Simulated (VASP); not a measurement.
Crystal: Al3GaN4.

```
Al Ga N
1.0
     5.03769    0.00000    0.00000
     0.00000    3.12544    0.00000
    -0.00336    0.00000    5.41117
Al Ga N
3 1 4
Direct
  0.50010 0.50000 0.16728
  0.00076 0.50000 0.83496
  0.00089 0.00000 0.33158
  0.49971 0.00000 0.66616
  0.11014 0.00000 0.66630
  0.12259 0.50000 0.16717
  0.62590 0.50000 0.84128
  0.62351 0.00000 0.32526
```

| Property | Result |
| --- | --- |
| Program | VASP 6.6.1 |
| Task | relaxation of cell and atoms |
| Functional | LDA |
| Potentials or basis | VASP PAW LDA potentials, release 64 (Al, Ga_d, N) |
| Cutoff | 600 eV |
| k mesh | 6 × 8 × 4 |
| Occupations | gaussian, width 0.02 eV |
| Spin | no spin polarisation |

At the start: pressure -3.6 GPa; volume 10.65 Å³/atom.

Task: How do energy, volume and symmetry change on relaxing?

Result: Over 6 steps the energy falls by 2.4 meV/atom and the volume is 10.46 Å³/atom (-1.8 %); space group Pm (No. 6, to 0.1 Å) before and after.

The path:
| step | energy change (eV) | largest force (eV/Å) | pressure (GPa) | volume (Å³) |
| --- | --- | --- | --- | --- |
| 1 | 0.0000 | 0.1842 | -3.65 | 85.20 |
| 2 | -0.0027 | 0.0538 | 3.73 | 82.24 |
| 3 | -0.0189 | 0.0670 | 0.07 | 83.65 |
| 4 | -0.0192 | 0.0177 | -0.02 | 83.68 |
| 5 | -0.0192 | 0.0177 | -0.02 | 83.68 |
| 6 | -0.0193 | 0.0045 | 0.02 | 83.67 |

Final structure:
```
Al Ga N
1.0
     5.00760    0.00000   -0.00003
     0.00000    3.10702    0.00000
    -0.00336    0.00000    5.37757
Al Ga N
3 1 4
Cartesian
  2.5045 1.5535 0.8999
  0.0017 1.5535 4.4892
  0.0040 0.0000 1.7837
  2.4983 0.0000 3.5825
  0.5555 0.0000 3.5832
  0.6127 1.5535 0.8990
  3.1273 1.5535 4.5176
  3.1195 0.0000 1.7551
```
